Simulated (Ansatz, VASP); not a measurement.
## In: VASP beside Ansatz

File INCAR:

```
PREC     = Accurate       # precision mode
ENCUT    = 520            # plane-wave cutoff, eV
EDIFF    = 1E-8           # SCF threshold, eV
ISMEAR   = -1             # smearing method
SIGMA    = 0.05           # smearing width, eV
LREAL    = F              # projectors in reciprocal space
LASPH    = T              # aspherical terms in the spheres
NELM     = 80             # most SCF steps
ALGO     = Normal         # electronic algorithm
ISIF     = 2              # what is computed and relaxed
LWAVE    = F              # write WAVECAR
LCHARG   = F              # write CHGCAR
GGA      = CA             # functional
LEFG     = T            
NBANDS   = 12             # bands
```

The input KPOINTS:

```
Automatic mesh
0
Gamma
  14 14 14
```

File POSCAR:

```
In
1.0
   -1.5851490000      1.6346280000      2.4739500000
    1.6346280000     -1.5851490000      2.4739500000
    1.6176720000      1.6176720000     -2.4414270000
In
1
Direct
    0.0000000000      0.0000000000      0.0000000000
```

Input for Ansatz:

```yaml
crystal:
  lattice:
    - [-1.585149, 1.634628, 2.47395]
    - [1.634628, -1.585149, 2.47395]
    - [1.617672, 1.617672, -2.441427]
  atoms:
    - { symbol: In, position: [0.0, 0.0, 0.0] }
kpoints:
  mp_grid: { grid: [14, 14, 14] }
scf:
  occupations: { method: fermi_dirac, width: 0.05 }
hamiltonian:
  xc: lda
  pseudopotentials: { kind: all_electron, datasets: crystal }
output:
  forces: true
  stress: true
  eigenvalues: true
  efg: { contact_densities: true }
```

Change from the starting cell: equal xy, yz and zx shear strains of +2 %, crystal datasets.

Alike in both runs: task electric field gradients; functional LDA; k mesh 14 × 14 × 14; occupations fermi-dirac, width 0.05 eV; no spin polarisation.

```csv
,VASP,Ansatz
version,VASP 6.6.1,Ansatz 0.2.0
potentials or method,"VASP PAW LDA potentials, release 64 (In_d), cutoff 520 eV","all-electron PAW with datasets made for the crystal, scalar-relativistic"
```

```csv
,VASP,Ansatz,Ansatz less VASP
pressure (GPa),-2.7,-2.6,+0.01
"traceless stress, the component that is largest in VASP (GPa)",0.16,0.16,-0.001
size of Vzz on the site where it differs most (V/Å²),22.0,21.8,-0.15
```

LDA's correlation is that of Perdew and Zunger in VASP and of Perdew and Wang (1992) in Ansatz. Ansatz ran all-electron here, and VASP with PAW potentials.
